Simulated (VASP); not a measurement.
Set up this calculation in VASP 6.6.1, as the native input.

* Task: single point
* Functional: PBEsol
* Potentials or basis: VASP PAW PBE potentials, release 64 (Rh_pv)
* Cutoff: 520 eV
* k mesh: 10 × 10 × 5
* Occupations: fermi-dirac, width 0.1 eV
* Spin: no spin polarisation
* Dipole correction: no
* Further INCAR settings: ALGO = Normal; EDIFF = 1e-06; NBANDS = 22

The structure of Rh lies in POSCAR:

```
Rh
1.0
    2.7309800000      0.0000000000      0.0000000000
   -1.3654900000      2.3651000000      0.0000000000
    0.0000000000      0.0000000000      4.4284900000
Rh
2
Direct
    0.6666666667      0.3333333333      0.7500000000
    0.3333333333      0.6666666667      0.2612905302
```

One way to write it, as run:

INCAR

```
PREC     = Accurate       # precision mode
ENCUT    = 520            # plane-wave cutoff, eV
EDIFF    = 1E-6           # SCF threshold, eV
ISMEAR   = -1             # smearing method
SIGMA    = 0.1            # smearing width, eV
LREAL    = F              # projectors in reciprocal space
LASPH    = T              # aspherical terms in the spheres
NELM     = 100            # most SCF steps
ALGO     = Normal         # electronic algorithm
ISIF     = 2              # what is computed and relaxed
LWAVE    = F              # write WAVECAR
LCHARG   = F              # write CHGCAR
GGA      = PS             # functional
NBANDS   = 22             # bands
```

KPOINTS

```
Automatic mesh
0
Gamma
  10 10 5
```

Potentials or basis: VASP PAW PBE potentials, release 64 (Rh_pv).

The run is started by

```console
$ cat potpaw_PBE.64/Rh_pv/POTCAR > POTCAR
$ mpirun -np 1 vasp_std > vasp.out
```

It gave:

| Quantity | Value |
| --- | --- |
| Pressure | -12.9 GPa |
| Largest force | 0.404 eV/Å |
| Band gap on the k mesh | zero (band 15 reaches 11.72 eV, above the bottom of band 16 at 9.63 eV) |

Caveat: the PAW data sets were made with another functional, which shifts forces and pressure a little.

It took 11 s on 1 thread of Intel(R) Xeon(R) 6975P-C (Granite Rapids), on a shared host, peak memory 0.16 GiB.
